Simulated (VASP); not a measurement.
Input of a VASP 6.6.1 run:

The input INCAR:

```
SYSTEM = GaP
PREC = Accurate
ENCUT = 600
EDIFF = 1E-7
ISMEAR = -1
SIGMA = 0.02
LREAL = .FALSE.
LASPH = .TRUE.
NELM = 60
ALGO = Normal
ISIF = 3
LWAVE = .FALSE.
LCHARG = .FALSE.
GGA = PE
IBRION = 2
NSW = 80
EDIFFG = -0.005
```

Contents of KPOINTS:

```
Automatic mesh
0
G
  8 8 8
  0 0 0
```

The input POSCAR:

```
GaP
1.0
    0.0000000000      2.7252500000      2.7252500000
    2.7252500000      0.0000000000      2.7252500000
    2.7252500000      2.7252500000      0.0000000000
Ga P
1 1
Direct
    0.0000000000      0.0000000000      0.0000000000
    0.2500000000      0.2500000000      0.2500000000
```

Potentials or basis: VASP PAW PBE potentials, release 64 (Ga_d, P).

Run with:

```bash
$ cat potpaw_PBE.64/Ga_d/POTCAR potpaw_PBE.64/P/POTCAR > POTCAR
$ mpirun -np 1 vasp_std > vasp.out
```

**Question.** Estimate the relaxed cell.

**Answer.** a = 3.893 Å, b = 3.893 Å, c = 3.893 Å, α = 60.00°, β = 60.00°, γ = 60.00°.

**Question.** Estimate the space group after relaxing (to 0.1 Å).

**Answer.** F-43m (No. 216).

**Question.** Predict the band gap on the k mesh.

**Answer.** 1.58 eV.

**Question.** Estimate the relaxed volume.

**Answer.** 20.86 Å³/atom.

The path:
| step | energy change (eV) | largest force (eV/Å) | pressure (GPa) | volume (Å³) |
| --- | --- | --- | --- | --- |
| 1 | 0.0000 | 0.0000 | 2.46 | 40.48 |
| 2 | -0.0071 | 0.0000 | -1.06 | 42.33 |
| 3 | -0.0092 | 0.0000 | 0.00 | 41.71 |

A k mesh can miss the band edges. PBE usually gives volumes a little too large and moduli too small.
